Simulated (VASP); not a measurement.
Crystal: Zn.

```xyz
2
Lattice="2.6700 0.0000 0.0000 -1.3350 2.3123 0.0000 0.0000 0.0000 4.9660" Properties=species:S:1:pos:R:3 pbc="T T T"
Zn    0.0000    1.5415    1.2415
Zn    1.3350    0.7708    3.7245
```

- Program: VASP 6.6.1
- Task: relaxation of cell and atoms
- Functional: LDA
- Potentials or basis: VASP PAW LDA potentials, release 64 (Zn)
- Cutoff: 600 eV
- k mesh: 17 × 17 × 8
- Occupations: fermi-dirac, width 0.05 eV
- Spin: no spin polarisation

At the start: pressure -8.8 GPa; volume 15.33 Å³/atom.

Problem. Where does the relaxation end?

Solution. Over 9 steps the energy falls by 53.7 meV/atom and the volume is 13.51 Å³/atom (-11.9 %); space group P6_3/mmc (No. 194, to 0.1 Å) before and after.

Step by step:
| step | energy change (eV) | largest force (eV/Å) | pressure (GPa) | volume (Å³) |
| --- | --- | --- | --- | --- |
| 1 | 0.0000 | 0.0000 | -8.80 | 30.66 |
| 2 | -0.0981 | 0.0000 | 1.65 | 27.07 |
| 3 | -0.1005 | 0.0000 | -0.04 | 27.49 |
| 4 | -0.1004 | 0.0000 | -0.31 | 27.55 |
| 5 | -0.1010 | 0.0000 | -0.30 | 27.51 |
| 6 | -0.1026 | 0.0000 | -0.31 | 27.39 |
| 7 | -0.1064 | 0.0000 | -0.09 | 27.14 |
| 8 | -0.1003 | 0.0000 | 1.11 | 26.61 |
| 9 | -0.1074 | 0.0000 | 0.07 | 27.01 |

Final structure:
```cif
data_structure
_symmetry_space_group_name_H-M 'P 1'
_symmetry_Int_Tables_number 1
_cell_length_a 2.5989
_cell_length_b 2.5989
_cell_length_c 4.6180
_cell_angle_alpha 90.000
_cell_angle_beta 90.000
_cell_angle_gamma 120.000
_cell_volume 27.01
loop_
_atom_site_label
_atom_site_type_symbol
_atom_site_fract_x
_atom_site_fract_y
_atom_site_fract_z
_atom_site_occupancy
Zn1 Zn 0.33333 0.66667 0.25000 1
Zn2 Zn 0.66667 0.33333 0.75000 1
```
